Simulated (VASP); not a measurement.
# GaSb (Immm) in VASP: single point with PBEsol

Aim: the single point of GaSb with PBEsol.

All numbers are computed with VASP 6.6.1; they aren't measurements. Logs are shortened: lines on timing, memory, paths and dates and some standing lists are left out, and cuts for length are marked.

## (1) The cell of the first run

It takes space group Immm (No. 71, orthorhombic). The conventional cell has a = 3.112 Å, b = 5.350 Å, c = 5.787 Å, α = 90.00°, β = 90.00°, γ = 90.00°. Within 3.8 Å of Ga (site symmetry mmm) lie 6 Sb at 2.89 to 3.09 Å and 2 Ga at 3.11 Å. Sb (site symmetry mmm) has 6 Ga at 2.89 to 3.09 Å and 2 Sb at 3.11 Å within 3.8 Å.

## (2) Single point, PBEsol

Input file INCAR:

```
PREC = Accurate
ENCUT = 500
EDIFF = 1E-6
ISMEAR = 0
SIGMA = 0.01
LREAL = F
LASPH = T
NELM = 120
ALGO = Normal
ISIF = 2
LWAVE = F
LCHARG = T
GGA = PS
LELF = T
LVHAR = T
NBANDS = 16
GGA_COMPAT = F
```

Input file KPOINTS:

```
regular mesh
0
Gamma
  3 3 3
```

Input file POSCAR:

```
GaSb
1.0
    4.2364760000      0.0000000000      0.0000000000
   -0.2844838720      4.2269135105      0.0000000000
   -0.8583656977     -3.1583953935      2.6898839688
Ga Sb
1 1
Direct
    0.0000000000      0.0000000000      0.0000000000
    0.5000000000      0.5000000000      0.0000000000
```

Potentials or basis: VASP PAW PBE potentials, release 64 (Ga_d, Sb).

Run with:

```bash
cat potpaw_PBE.64/Ga_d/POTCAR potpaw_PBE.64/Sb/POTCAR > POTCAR
mpirun -np 1 vasp_std > vasp.out
```

OUTCAR:

```text
PREC = Accurate
   ENCUT = 500
   EDIFF = 1E-6
   ISMEAR = 0
   LREAL = F
   LASPH = T
   NELM = 120
   ISIF = 2
   GGA = PS

 ion  position               nearest neighbor table
   1  0.000  0.000  0.000-   2 2.89   2 2.89   2 3.09   2 3.09   2 3.09   2 3.09
   2  0.500  0.500  0.000-   1 2.89   1 2.89   1 3.09   1 3.09   1 3.09   1 3.09

  LATTYP: Found a body centered orthorhombic cell.
 ALAT       =     3.1118020295
 B/A-ratio  =     1.7192630375
 C/A-ratio  =     1.8595739288

  Lattice vectors:

 A1 = (   4.2364760000,   0.0000000000,   0.0000000000)
 A2 = (  -0.2844838720,   4.2269135105,   0.0000000000)
 A3 = (  -0.8583656977,  -3.1583953935,   2.6898839688)

Analysis of symmetry for initial positions (statically):
=====================================================================
 Subroutine PRICEL returns:
 Original cell was already a primitive cell.

 Routine SETGRP: Setting up the symmetry group for a
 body centered orthorhombic supercell.

 Subroutine GETGRP returns: Found  8 space group operations
 (whereof  8 operations were pure point group operations)
 out of a pool of  8 trial point group operations.

The static configuration has the point symmetry D_2h.

Analysis of symmetry for dynamics (positions and initial velocities):
=====================================================================
 Subroutine PRICEL returns:
 Original cell was already a primitive cell.

 Routine SETGRP: Setting up the symmetry group for a
 body centered orthorhombic supercell.

 Subroutine GETGRP returns: Found  8 space group operations
 (whereof  8 operations were pure point group operations)
 out of a pool of  8 trial point group operations.

The dynamic configuration has the point symmetry D_2h.

 Subroutine INISYM returns: Found  8 space group operations
 (whereof  8 operations are pure point group operations),
 and found     1 'primitive' translations

----------------------------------------------------------------------------------------

                                     Primitive cell

[... 63 lines left out ...]
 SYSTEM =  unknown system
   PREC   = accura    normal or accurate (medium, high low for compatibility)
   ISTART =      0    job   : 0-new  1-cont  2-samecut
   ICHARG =      2    charge: 1-file 2-atom 10-const
   ISPIN  =      1    spin polarized calculation?
   LNONCOLLINEAR =      F non collinear calculations
   LSORBIT =      F    spin-orbit coupling
   LASPH  =      T    aspherical Exc in radial PAW
   ENCUT  =  500.0 eV  36.75 Ry    6.06 a.u.   7.72  7.72  7.72*2*pi/ulx,y,z
   NELM   =    120;   NELMIN=  2; NELMDL= -5     # of ELM steps
   EDIFF  = 0.1E-05   stopping-criterion for ELM
   LREAL  =      F    real-space projection
   EDIFFG = 0.1E-04   stopping-criterion for IOM
   NSW    =      0    number of steps for IOM
   IBRION =     -1    ionic relax: 0-MD 1-quasi-New 2-CG
   NFREE  =      0    steps in history (QN), initial steepest desc. (CG)
   ISIF   =      2    stress and relaxation
   ISYM   =      2    0-nonsym 1-usesym 2-fastsym
   POTIM  = 0.5000    time-step for ionic-motion
   TEBEG  =    0.0;   TEEND  =   0.0 temperature during run
   PSTRESS=    0.0 pullay stress
   NELECT =      18.0000    total number of electrons
   NUPDOWN=      -1.0000    fix difference up-down
   EMIN   =  10.00;   EMAX   =-10.00  energy-range for DOS
   EFERMI =   0.00;   METHOD = LEGACY
   ISMEAR =     0;   SIGMA  =   0.01  broadening in eV -4-tet -1-fermi 0-gaus
   EFERMI_NEDOS =   21; number of points for ismear=-14 and -15
   IALGO  =     38    algorithm
   IMIX   =      4    mixing-type and parameters
     AMIX     =   0.40;   BMIX     =  1.00
     AMIX_MAG =   1.60;   BMIX_MAG =  1.00
  volume/ion in A,a.u.               =      24.08       162.53
  Fermi-wavevector in a.u.,A,eV,Ry     =   1.179175  2.228319 18.918287  1.390455
  Thomas-Fermi vector in A             =   2.315491
   LORBIT       =      0    0 simple, 1 ext, 2 COOP (PROOUT), +10 PAW based schemes
   GGA     = PS    functional components
   LHFCALC =     F    Hartree Fock is set to
   AEXX    =    0.0000 exact exchange contribution
   IVDW    =     0    specifies the selected vdW correction
   LEPSILON=     F    determine dielectric tensor
   LRPA    =     F    only Hartree local field effects (RPA)
 non-spin polarized calculation
 Gauss-broadening in eV      SIGMA  =   0.01
  energy-cutoff  :      500.00
  volume of cell :       48.17
 maximum number of plane-waves:      1234
   NGX = 15   NGY = 15   NGZ = 15

 number of electron      17.9999989 magnetization

 Free energy of the ion-electron system (eV)
  ---------------------------------------------------
  ext. energy  EPLUGINS =         0.00000000
  ---------------------------------------------------
  free energy    TOTEN  =        -7.91820756 eV

  energy without entropy =       -7.91737172  energy(sigma->0) =       -7.91778964

 E-fermi :   6.3089     XC(G=0): -10.3717

 val. band max:        6.3088965919   @ k =  -0.3333   0.3333   0.0000
 cond. band min:       6.9666475957   @ k =   0.3333   0.3333   0.0000
 fundamental gap:      0.6577510038
 Fermi energy:         6.3088965919

 k-point     1 :       0.0000    0.0000    0.0000
  band No.  band energies     occupation
      1      -8.7028      2.00000
      2      -8.5840      2.00000
      3      -8.5776      2.00000
      4      -8.5775      2.00000
      5      -8.5510      2.00000
      6      -5.4885      2.00000
[... 129 lines left out ...]
      3      -8.5808      2.00000
      4      -8.5569      2.00000
      5      -8.5475      2.00000
      6      -3.8649      2.00000
[... 8 lines left out ...]
     15      15.9709      0.00000
     16      19.6044      0.00000

------------------------ aborting loop because EDIFF is reached ----------------------------------------

  FORCE on cell =-STRESS in cart. coord.  units (eV):
  Direction    XX          YY          ZZ          XY          YZ          ZX
  --------------------------------------------------------------------------------------
  -------------------------------------------------------------------------------------
  Total       -1.5301082     -1.4477160     -0.9555256      0.6120981      0.6885064     -0.7364026
  in kB      -50.8945236    -48.1539908    -31.7827342     20.3596321     22.9011285    -24.4942551
  external PRESSURE =     -43.6104162 kB  Pullay stress =       0.0000000 kB

 VOLUME and BASIS-vectors are now :
 -----------------------------------------------------------------------------
  energy-cutoff  :      500.00
  volume of cell :       48.17
      direct lattice vectors                 reciprocal lattice vectors
     4.236476000  0.000000000  0.000000000     0.236045241  0.015886548  0.093977711
    -0.284483872  4.226913511  0.000000000     0.000000000  0.236579243  0.277785511
    -0.858365698 -3.158395394  2.689883969     0.000000000  0.000000000  0.371763248

 POSITION                                       TOTAL-FORCE (eV/Angst)
 -----------------------------------------------------------------------------------
      0.00000      0.00000      0.00000        -0.000000     -0.000000      0.000000
      1.97600      2.11346      0.00000         0.000000      0.000000      0.000000
 -----------------------------------------------------------------------------------
    total drift:                                0.000000     -0.000000      0.000000

  FREE ENERGIE OF THE ION-ELECTRON SYSTEM (eV)
  ---------------------------------------------------
  free  energy   TOTEN  =        -7.9182075580 eV

  energy  without entropy=       -7.9173717215  energy(sigma->0) =       -7.91778964
```

OSZICAR:

```text
N       E                     dE             d eps       ncg     rms          rms(c)
DAV:   1     0.752042502904E+02    0.75204E+02   -0.83945E+03   264   0.146E+03
DAV:   2    -0.276043689683E+01   -0.77965E+02   -0.74985E+02   296   0.297E+02
DAV:   3    -0.789813177635E+01   -0.51377E+01   -0.51267E+01   328   0.575E+01
DAV:   4    -0.798463451154E+01   -0.86503E-01   -0.86496E-01   280   0.815E+00
DAV:   5    -0.798642651337E+01   -0.17920E-02   -0.17920E-02   352   0.108E+00    0.241E+00
DAV:   6    -0.792626666047E+01    0.60160E-01   -0.11348E-01   352   0.519E+00    0.133E+00
DAV:   7    -0.791931914403E+01    0.69475E-02   -0.16332E-02   416   0.119E+00    0.473E-01
DAV:   8    -0.791821893269E+01    0.11002E-02   -0.26128E-03   280   0.613E-01    0.302E-02
DAV:   9    -0.791820961335E+01    0.93193E-05   -0.20640E-04   360   0.192E-01    0.184E-02
DAV:  10    -0.791820746946E+01    0.21439E-05   -0.17532E-05   312   0.467E-02    0.592E-03
DAV:  11    -0.791820755796E+01   -0.88499E-07   -0.16591E-06   280   0.116E-02
   1 F= -.79182076E+01 E0= -.79177896E+01  d E =-.835836E-03
```

Run time: 8.6 s. Hardware: 1 thread of AMD EPYC 7R13 (Zen 3), shared host; peak memory 0.14 GiB.

Results:

- Free energy: -7.9182 eV
- Pressure: -4.4 GPa
- Band gap on the k mesh: zero (band 9 reaches 7.08 eV, above the bottom of band 10 at 3.51 eV)

Caveat: the k points lie up to 0.78 Å⁻¹ apart; the PAW data sets were made with another functional, which shifts forces and pressure a little; spin-orbit coupling is left out, which moves the levels of the heavy elements.
